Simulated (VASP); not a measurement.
# Nb (Im-3m) in VASP: a series of runs, part 2 of 2

VASP 6.6.1. Earlier steps stand in the parts before.

## (3) Single point, PBE

INCAR reads:

```
ALGO = Normal ; EDIFF = 1E-6
ENCUT = 520 ; GGA = PE
ISIF = 2 ; ISMEAR = -1
LASPH = T ; LCHARG = T
LELF = T ; LREAL = F
LVHAR = T ; LWAVE = F
NBANDS = 12 ; NELM = 60
PREC = Accurate ; SIGMA = 0.08
```

KPOINTS reads:

```
k-points
0
Gamma
  18 18 18
```

POSCAR reads:

```
Nb
1.0
   -1.6557997477      1.6557997477      1.6557997477
    1.6557997477     -1.6557997477      1.6557997477
    1.6557997477      1.6557997477     -1.6557997477
Nb
1
Direct
    0.0000000000      0.0000000000      0.0000000000
```

Potentials or basis: VASP PAW PBE potentials, release 64 (Nb_sv).

The run is started by

```console
$ cat potpaw_PBE.64/Nb_sv/POTCAR > POTCAR
$ mpirun -np 1 vasp_std > vasp.out
```

OUTCAR:

```text
EDIFF = 1E-6
   ENCUT = 520
   GGA = PE
   ISIF = 2
   ISMEAR = -1
   LASPH = T
   LREAL = F
   NELM = 60
   PREC = Accurate

 ion  position               nearest neighbor table
   1  0.000  0.000  0.000-

  LATTYP: Found a body centered cubic cell.
 ALAT       =     3.3115994954

  Lattice vectors:

 A1 = (  -1.6557997477,   1.6557997477,   1.6557997477)
 A2 = (   1.6557997477,  -1.6557997477,   1.6557997477)
 A3 = (   1.6557997477,   1.6557997477,  -1.6557997477)

Analysis of symmetry for initial positions (statically):
=====================================================================
 Subroutine PRICEL returns:
 Original cell was already a primitive cell.

 Routine SETGRP: Setting up the symmetry group for a
 body centered cubic supercell.

 Subroutine GETGRP returns: Found 48 space group operations
 (whereof 48 operations were pure point group operations)
 out of a pool of 48 trial point group operations.

The static configuration has the point symmetry O_h .

Analysis of symmetry for dynamics (positions and initial velocities):
=====================================================================
 Subroutine PRICEL returns:
 Original cell was already a primitive cell.

 Routine SETGRP: Setting up the symmetry group for a
 body centered cubic supercell.

 Subroutine GETGRP returns: Found 48 space group operations
 (whereof 48 operations were pure point group operations)
 out of a pool of 48 trial point group operations.

The dynamic configuration has the point symmetry O_h .

 Subroutine INISYM returns: Found 48 space group operations
 (whereof 48 operations are pure point group operations),
 and found     1 'primitive' translations

----------------------------------------------------------------------------------------

[... 113 lines left out ...]
  Thomas-Fermi vector in A             =   2.580485
   LORBIT       =      0    0 simple, 1 ext, 2 COOP (PROOUT), +10 PAW based schemes
   GGA     = PE    functional components
   LHFCALC =     F    Hartree Fock is set to
   AEXX    =    0.0000 exact exchange contribution
   IVDW    =     0    specifies the selected vdW correction
   LEPSILON=     F    determine dielectric tensor
   LRPA    =     F    only Hartree local field effects (RPA)
 non-spin polarized calculation
  energy-cutoff  :      520.00
  volume of cell :       18.16
 maximum number of plane-waves:       500
 NGX is ok and might be reduce to    24
   NGX = 11   NGY = 11   NGZ = 11

 number of electron      13.0000000 magnetization

 Free energy of the ion-electron system (eV)
  ---------------------------------------------------
  ext. energy  EPLUGINS =         0.00000000
  ---------------------------------------------------
  free energy    TOTEN  =       -10.23260223 eV

  energy without entropy =      -10.20016680  energy(sigma->0) =      -10.21638452

 E-fermi :  11.0658     XC(G=0): -12.4584

 val. band max:       11.0642299633   @ k =   0.0556   0.0556   0.0556
 cond. band min:      11.0660136552   @ k =   0.2778   0.0556   0.0556
 fundamental gap:      0.0017836919
 Fermi energy:        11.0658492006

 k-point     1 :       0.0000    0.0000    0.0000
  band No.  band energies     occupation
      1     -43.3134      2.00000
      2     -18.6276      2.00000
      3     -18.6276      2.00000
      4     -18.6276      2.00000
      5       5.1350      2.00000
      6      11.4344      0.01976
      7      11.4344      0.01976
      8      11.4344      0.01976
      9      14.3172      0.00000
     10      14.3172      0.00000
     11      25.2632      0.00000
     12      25.2632      0.00000
[... 331 lines left out ...]
 k-point    24 :       0.3889    0.1111    0.0000
  band No.  band energies     occupation
      1     -43.0759      2.00000
      2     -19.8677      2.00000
      3     -19.0830      2.00000
      4     -18.6968      2.00000
      5       7.7588      2.00000
      6       9.5631      2.00000
      7      12.1530      0.00000
      8      14.2011      0.00000
      9      15.2683      0.00000
     10      17.7286      0.00000
     11      22.8731      0.00000
     12      23.5815      0.00000

 [... further k-points ...]

------------------------ aborting loop because EDIFF is reached ----------------------------------------

  FORCE on cell =-STRESS in cart. coord.  units (eV):
  Direction    XX          YY          ZZ          XY          YZ          ZX
  --------------------------------------------------------------------------------------
  -------------------------------------------------------------------------------------
  Total       -0.0366422     -0.0366422     -0.0366422      0.0000000      0.0000000     -0.0000000
  in kB       -3.2330261     -3.2330261     -3.2330261      0.0000000      0.0000000     -0.0000000
  external PRESSURE =      -3.2330261 kB  Pullay stress =       0.0000000 kB

 VOLUME and BASIS-vectors are now :
 -----------------------------------------------------------------------------
  energy-cutoff  :      520.00
  volume of cell :       18.16
      direct lattice vectors                 reciprocal lattice vectors
    -1.655799748  1.655799748  1.655799748     0.000000000  0.301968883  0.301968883
     1.655799748 -1.655799748  1.655799748     0.301968883  0.000000000  0.301968883
     1.655799748  1.655799748 -1.655799748     0.301968883  0.301968883  0.000000000

 POSITION                                       TOTAL-FORCE (eV/Angst)
 -----------------------------------------------------------------------------------
      0.00000      0.00000      0.00000         0.000000      0.000000     -0.000000
 -----------------------------------------------------------------------------------
    total drift:                                0.000000      0.000000      0.000000

  FREE ENERGIE OF THE ION-ELECTRON SYSTEM (eV)
  ---------------------------------------------------
  free  energy   TOTEN  =       -10.2326022303 eV

  energy  without entropy=      -10.2001668030  energy(sigma->0) =      -10.21638452
```

OSZICAR:

```text
N       E                     dE             d eps       ncg     rms          rms(c)
DAV:   1     0.115638979690E+03    0.11564E+03   -0.72184E+03  4696   0.108E+03
DAV:   2    -0.592312405613E+01   -0.12156E+03   -0.11698E+03  4996   0.388E+02
DAV:   3    -0.103621902576E+02   -0.44391E+01   -0.42300E+01  6692   0.661E+01
DAV:   4    -0.106507248675E+02   -0.28853E+00   -0.28642E+00  6632   0.151E+01
DAV:   5    -0.106612168348E+02   -0.10492E-01   -0.10487E-01  6692   0.241E+00    0.703E+00
DAV:   6    -0.102717307691E+02    0.38949E+00   -0.59659E-01  7504   0.982E+00    0.245E+00
DAV:   7    -0.102272108528E+02    0.44520E-01   -0.18180E-01  7712   0.538E+00    0.955E-01
DAV:   8    -0.102325395723E+02   -0.53287E-02   -0.12199E-02  5648   0.145E+00    0.444E-02
DAV:   9    -0.102325917419E+02   -0.52170E-04   -0.98880E-04  7524   0.305E-01    0.419E-02
DAV:  10    -0.102326092429E+02   -0.17501E-04   -0.26954E-05  5560   0.678E-02    0.147E-02
DAV:  11    -0.102326024712E+02    0.67717E-05   -0.55298E-06  6244   0.400E-02    0.262E-03
DAV:  12    -0.102326022303E+02    0.24088E-06   -0.15802E-07  3292   0.535E-03
   1 F= -.10232602E+02 E0= -.10216385E+02  d E =-.324354E-01
```

stdout:

```text
POSCAR found type information on POSCAR Nb
 POSCAR found :  1 types and       1 ions
 scaLAPACK will be used
 LDA part: xc-table for (Slater+PW92), standard interpolation
 POSCAR, INCAR and KPOINTS ok, starting setup
 FFT: planning ... GRIDC
 FFT: planning ... GRID_SOFT
 FFT: planning ... GRID
 WAVECAR not read
 entering main loop
```

It took 28 s on 1 thread of Intel Xeon Platinum 8259CL at 2.50GHz (Skylake/Cascade Lake), shared host; peak memory 0.17 GiB.

What came out:

* Free energy: -10.2326 eV
* Pressure: -0.3 GPa

Levels at points of the mesh, in eV from the Fermi level:
```csv
k point,band 4,band 5,band 6,band 7,band 8,band 9
"(0.00, 0.00, 0.00)",-29.69,-5.93,0.37,0.37,0.37,3.25
"(0.50, 0.00, 0.00)",-29.71,-3.69,-1.63,2.24,3.28,3.95
"(0.50, 0.50, 0.50)",-30.60,-3.67,-3.67,5.55,5.55,5.55
```

## (4) Relaxation of cell and atoms, PBE

INCAR reads:

```
SYSTEM = Nb
  PREC = Accurate
  ENCUT = 600
  EDIFF = 1E-7
  ISMEAR = -1
  SIGMA = 0.08
  LREAL = .False.
  LASPH = .True.
  NELM = 100
  ALGO = Normal
  ISIF = 3
  LWAVE = .False.
  LCHARG = .False.
  GGA = PE
  IBRION = 2
  NSW = 60
  EDIFFG = -0.005
```

KPOINTS reads:

```
Automatic mesh
0
Gamma
  18 18 18
  0 0 0
```

POSCAR reads:

```
Nb
1.0
   -1.6548069191      1.6548069191      1.6548069191
    1.6548069191     -1.6548069191      1.6548069191
    1.6548069191      1.6548069191     -1.6548069191
Nb
1
Direct
    0.0000000000      0.0000000000      0.0000000000
```

The run is started by

```console
$ cat potpaw_PBE.64/Nb_sv/POTCAR > POTCAR
$ mpirun -np 1 vasp_std > vasp.out
```

Wall time 27 s (1 thread of Intel Xeon Platinum 8259CL at 2.50GHz (Skylake/Cascade Lake), shared host); peak memory 0.17 GiB.

Results (log left out):

| Quantity | Value |
| --- | --- |
| Free energy | -10.2325 eV |
| Pressure after relaxing | 0.0 GPa |

Final structure:
```xyz
1
Lattice="-1.6548 1.6548 1.6548 1.6548 -1.6548 1.6548 1.6548 1.6548 -1.6548" Properties=species:S:1:pos:R:3 pbc="T T T"
Nb    0.0000    0.0000    0.0000
```

Levels at points of the mesh, in eV from the Fermi level:
| k point | band 4 | band 5 | band 6 | band 7 | band 8 | band 9 |
| --- | --- | --- | --- | --- | --- | --- |
| (0.00, 0.00, 0.00) | -29.69 | -5.94 | 0.37 | 0.37 | 0.37 | 3.26 |
| (0.50, 0.00, 0.00) | -29.70 | -3.70 | -1.64 | 2.25 | 3.28 | 3.96 |
| (0.50, 0.50, 0.50) | -30.60 | -3.68 | -3.68 | 5.56 | 5.56 | 5.56 |

Caveat: the relaxation stopped at its first step, so nothing moved.
